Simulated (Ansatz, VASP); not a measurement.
**Te in VASP and in Ansatz**

File INCAR:

```
SYSTEM = Te
ALGO = Normal
EDIFF = 1E-6
ENCUT = 500
GGA = PE
GGA_COMPAT = .FALSE.
ISIF = 2
ISMEAR = 0
IVDW = 12
LASPH = .TRUE.
LCHARG = .TRUE.
LELF = .TRUE.
LREAL = .FALSE.
LVHAR = .TRUE.
LWAVE = .FALSE.
NBANDS = 16
NELM = 120
PREC = Accurate
SIGMA = 0.01
```

File KPOINTS:

```
k-points
0
G
  12 12 8
  0 0 0
```

File POSCAR:

```
Te
1.0
    4.4540000000      0.0000000000      0.0000000000
   -2.2270000000      3.8572771485      0.0000000000
    0.0000000000      0.0000000000      5.9240000000
Te
3
Direct
    0.2690000000      0.0000000000      0.3333333333
    0.0000000000      0.2690000000      0.6666666667
    0.7310000000      0.7310000000      0.0000000000
```

Input for Ansatz:

```yaml
crystal:
  lattice:
    - [4.454, 0.0, 0.0]
    - [-2.227, 3.8572771485, 0.0]
    - [0.0, 0.0, 5.924]
  atoms:
    - { symbol: Te, position: [0.269, 0.0, 0.3333333333] }
    - { symbol: Te, position: [0.0, 0.269, 0.6666666667] }
    - { symbol: Te, position: [0.731, 0.731, 0.0] }
basis:
  ecutwfc: 420
kpoints:
  mp_grid: { grid: [12, 12, 8] }
hamiltonian:
  xc: pbe
  dispersion: d3bj
scf:
  occupations: { method: gaussian, width: 0.01 }
output:
  forces: true
  stress: true
  eigenvalues: true
  write_density: true
  write_potential: true
  elf: true
  volumetric_format: npy
```

Alike in both runs: task single point; functional PBE; dispersion D3(BJ); k mesh 12 × 12 × 8; occupations gaussian, width 0.01 eV; no spin polarisation.

```csv
,VASP,Ansatz
version,VASP 6.6.1,Ansatz 0.2.0
potentials or method,"VASP PAW PBE potentials, release 64 (Te), cutoff 500 eV","scalar-relativistic, plane waves, PAW"
valence electrons in the cell,18,48
```

```csv
,VASP,Ansatz,Ansatz less VASP
gap on the k mesh at the Fermi level (eV),0.17,0.19,+0.021
least direct gap on the mesh (eV),0.17,0.19,+0.021
pressure (GPa),-0.7,-0.7,-0.01
"traceless stress, the component that is largest in VASP (GPa)",0.32,0.31,-0.016
rms of the force components (eV/Å),0.096,0.089,-0.0069
```

Atom by atom the forces differ by 0.007 eV/Å (rms over components). VASP's potentials hold 18 valence electrons a cell and Ansatz's 48, so a difference there can come from the potentials and not from the codes.

Neither program's run includes spin-orbit coupling.
